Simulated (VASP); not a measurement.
# AlN (P6_3mc) in VASP: notebook, part 2 of 2

VASP 6.6.1.

### Step 3. Single point, r2SCAN (mode 7 (591.5 1/cm) frozen in, largest displacement +0.200 Å)

Contents of POSCAR:

```
AlN
1.0
    3.1110021516      0.0000000000      0.0000000000
   -1.5555010758      2.6942068945      0.0000000000
    0.0000000000      0.0000000000      4.9780000000
Al N
2 2
Direct
    0.3333333333      0.6666666667     -0.0208570808
    0.6666666667      0.3333333333      0.4791429192
    0.3333333333      0.6666666667      0.4251767778
    0.6666666667      0.3333333333      0.9251767778
```

Contents of INCAR.step1:

```
SYSTEM = AlN
  ALGO = Normal
  EDIFF = 1E-4
  ENCUT = 520
  GGA = PE
  ISMEAR = 0
  LASPH = .True.
  LCHARG = .False.
  LREAL = .False.
  LWAVE = .True.
  NBANDS = 16
  NELM = 60
  PREC = Accurate
  SIGMA = 0.05
```

Contents of INCAR.step2:

```
SYSTEM = AlN
  ALGO = Normal
  EDIFF = 1E-7
  ENCUT = 520
  ISIF = 2
  ISMEAR = 0
  ISTART = 1
  LASPH = .True.
  LCHARG = .True.
  LELF = .True.
  LMIXTAU = .True.
  LREAL = .False.
  LVHAR = .True.
  LWAVE = .False.
  METAGGA = R2SCAN
  NBANDS = 16
  NELM = 60
  PREC = Accurate
  SIGMA = 0.05
```

Contents of KPOINTS:

```
k-points
0
Gamma
  12 12 6
  0 0 0
```

Potentials or basis: VASP PAW PBE potentials, release 64 (Al, N).

Launch:

```sh
> cat potpaw_PBE.64/Al/POTCAR potpaw_PBE.64/N/POTCAR > POTCAR
> cp INCAR.step1 INCAR
> mpirun -np 1 vasp_std > vasp.out
> cp INCAR.step2 INCAR
> mpirun -np 1 vasp_std > vasp.out
```

OUTCAR:

```text
SYSTEM = AlN
   EDIFF = 1E-7
   ENCUT = 520
   ISIF = 2
   ISMEAR = 0
   ISTART = 1
   LASPH = .True.
   LREAL = .False.
   METAGGA = R2SCAN
   NELM = 60
   PREC = Accurate

 ion  position               nearest neighbor table
   1  0.333  0.667  0.979-   4 1.82   4 1.82   4 1.82   3 2.22   2 3.07   2 3.07   2 3.07   2 3.07
                             2 3.07   2 3.07
   2  0.667  0.333  0.479-   3 1.82   3 1.82   3 1.82   4 2.22   1 3.07   1 3.07   1 3.07   1 3.07
                             1 3.07   1 3.07
   3  0.333  0.667  0.425-   2 1.82   2 1.82   2 1.82   1 2.22
[... 662 lines left out ...]
  --------------------------------------------------------------------------------------
  -------------------------------------------------------------------------------------
  Total        3.2218169      3.2218169     -3.1256743      0.0000000      0.0000000      0.0000000
  in kB      123.7158365    123.7158365   -120.0240159      0.0000000      0.0000000      0.0000000
  external PRESSURE =      42.4692191 kB  Pullay stress =       0.0000000 kB

 VOLUME and BASIS-vectors are now :
 -----------------------------------------------------------------------------
  energy-cutoff  :      520.00
  volume of cell :       41.72
      direct lattice vectors                 reciprocal lattice vectors
     3.111002152  0.000000000  0.000000000     0.321439829  0.185583372  0.000000000
    -1.555501076  2.694206895  0.000000000     0.000000000  0.371166744  0.000000000
     0.000000000  0.000000000  4.978000000     0.000000000  0.000000000  0.200883889

 POSITION                                       TOTAL-FORCE (eV/Angst)
 -----------------------------------------------------------------------------------
     -0.00000      1.79614      4.87417        -0.000000      0.000000      1.359896
      1.55550      0.89807      2.38517         0.000000      0.000000      1.359896
     -0.00000      1.79614      2.11653        -0.000000      0.000000     -1.359896
      1.55550      0.89807      4.60553        -0.000000      0.000000     -1.359896
 -----------------------------------------------------------------------------------
    total drift:                               -0.000000     -0.000000     -0.006846

  FREE ENERGIE OF THE ION-ELECTRON SYSTEM (eV)
  ---------------------------------------------------
  free  energy   TOTEN  =       -37.7605824881 eV

  energy  without entropy=      -37.7605824881  energy(sigma->0) =      -37.76058249
```

OUTCAR.step1:

```text
SYSTEM = AlN
   EDIFF = 1E-4
   ENCUT = 520
   GGA = PE
   ISMEAR = 0
   LASPH = .True.
   LREAL = .False.
   NELM = 60
[... 688 lines left out ...]
      1.55550      0.89807      2.38517         0.000000     -0.000000      1.296789
     -0.00000      1.79614      2.11653         0.000000      0.000000     -1.296789
      1.55550      0.89807      4.60553        -0.000000     -0.000000     -1.296789
 -----------------------------------------------------------------------------------
    total drift:                               -0.000000     -0.000000     -0.002096

  FREE ENERGIE OF THE ION-ELECTRON SYSTEM (eV)
  ---------------------------------------------------
  free  energy   TOTEN  =       -29.1074702647 eV

  energy  without entropy=      -29.1074702647  energy(sigma->0) =      -29.10747026
```

OSZICAR.step1:

```text
N       E                     dE             d eps       ncg     rms          rms(c)
DAV:   1     0.414189768191E+02    0.41419E+02   -0.73268E+03  2432   0.894E+02
DAV:   2    -0.306004764071E+02   -0.72019E+02   -0.66692E+02  3464   0.190E+02
DAV:   3    -0.341342139865E+02   -0.35337E+01   -0.35267E+01  2872   0.434E+01
DAV:   4    -0.341553091454E+02   -0.21095E-01   -0.21094E-01  3168   0.378E+00
DAV:   5    -0.341555921447E+02   -0.28300E-03   -0.28300E-03  2880   0.438E-01    0.126E+01
DAV:   6    -0.291072171431E+02    0.50484E+01   -0.11089E+01  2896   0.244E+01    0.430E+00
DAV:   7    -0.291226674336E+02   -0.15450E-01   -0.68133E-01  2704   0.585E+00    0.301E+00
DAV:   8    -0.291111237305E+02    0.11544E-01   -0.60404E-02  2808   0.225E+00    0.554E-01
DAV:   9    -0.291069019376E+02    0.42218E-02   -0.10729E-02  3024   0.774E-01    0.246E-01
DAV:  10    -0.291075384923E+02   -0.63655E-03   -0.20337E-03  2624   0.287E-01    0.123E-01
DAV:  11    -0.291074702647E+02    0.68228E-04   -0.19338E-04  2472   0.110E-01
   1 F= -.29107470E+02 E0= -.29107470E+02  d E =-.566119E-17
```

Wall time 2.7 min (1 thread of Intel Xeon 6975P-C, shared host); peak memory 0.19 GiB.

What came out:

```
Free energy            : -37.7606 eV
Pressure               : 4.2 GPa
Largest force          : 1.360 eV/Å
Band gap on the k mesh : 3.80 eV, direct
```

Forces on the atoms (eV/Å):
```
Al   0.000  0.000  1.360
Al   0.000  0.000  1.360
N    0.000  0.000 -1.360
N    0.000  0.000 -1.360
```

Levels at points of the mesh, in eV from the valence-band top:
```csv
k point,band 5,band 6,band 7,band 8,band 9,band 10,band 11,band 12
"(0.00, 0.00, 0.00)",-2.27,-1.60,-1.60,0.00,3.80,6.74,10.99,10.99
"(0.50, 0.00, 0.00)",-3.95,-3.38,-2.15,-1.99,5.84,6.10,7.52,10.13
"(0.00, 0.00, 0.50)",-1.94,-1.94,-1.94,-1.94,6.59,6.59,10.33,10.33
"(0.50, 0.00, 0.50)",-2.76,-2.76,-1.90,-1.90,5.27,5.27,8.60,8.60
```

Caveat: the cell differs from its parent crystal (mode 7 (591.5 1/cm) frozen in, largest displacement +0.200 Å); the PAW data sets were made with another functional, which shifts forces and pressure a little. A k mesh can miss the band edges.
